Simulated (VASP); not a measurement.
Set up this calculation in VASP 6.6.1, as the native input.

```yaml
Task: single point
Functional: PBE
Dispersion: D3(BJ)
Potentials_or_basis: VASP PAW PBE potentials, release 64 (Cs_sv, Ta_pv, S)
Cutoff: 520 eV
k_mesh: 6 × 6 × 2
Occupations: gaussian, width 0.1 eV
Spin: no spin polarisation
Dipole_correction: no
Further_INCAR_settings: ALGO = Normal; EDIFF = 1e-06; NBANDS = 36
```

The structure of CsTa2S4 lies in POSCAR:

```
CsTa2S4
1.0
    3.4150008720      0.0000000030      0.0000000000
   -1.7075004386      2.9574775076      0.0000000000
    0.0000000000      0.0000000000     14.6914462636
Cs Ta S
1 2 4
Direct
    0.3333333333      0.6666666667      0.0000000000
    0.0000000000      0.0000000000      0.7170832438
    0.0000000000      0.0000000000      0.2829167562
    0.6666666667      0.3333333333      0.6152684441
    0.6666666667      0.3333333333      0.8218905493
    0.6666666667      0.3333333333      0.1781094507
    0.6666666667      0.3333333333      0.3847315559
```

The input as run:

INCAR

```
PREC = Accurate
ENCUT = 520
EDIFF = 1E-6
ISMEAR = 0
SIGMA = 0.1
LREAL = F
LASPH = T
NELM = 80
ALGO = Normal
ISIF = 2
LWAVE = F
LCHARG = F
GGA = PE
IVDW = 12
NBANDS = 36
```

KPOINTS

```
regular mesh
0
Gamma
  6 6 2
```

Potentials or basis: VASP PAW PBE potentials, release 64 (Cs_sv, Ta_pv, S).

Run with:

```sh
$ cat potpaw_PBE.64/Cs_sv/POTCAR potpaw_PBE.64/Ta_pv/POTCAR potpaw_PBE.64/S/POTCAR > POTCAR
$ mpirun -np 1 vasp_std > vasp.out
```

It gave:

| Property | Result |
| --- | --- |
| Pressure | 0.2 GPa |
| Largest force | 0.016 eV/Å |
| Band gap on the k mesh | zero (an odd number of electrons rules out a gap without spin polarisation) |
| Dispersion energy per atom | -0.392 eV |

Caveat: spin-orbit coupling is left out, which moves the levels of the heavy elements.

Wall time 68 s on 1 thread of Intel(R) Xeon(R) 6975P-C (Granite Rapids) (shared host), peak memory 0.3 GiB.
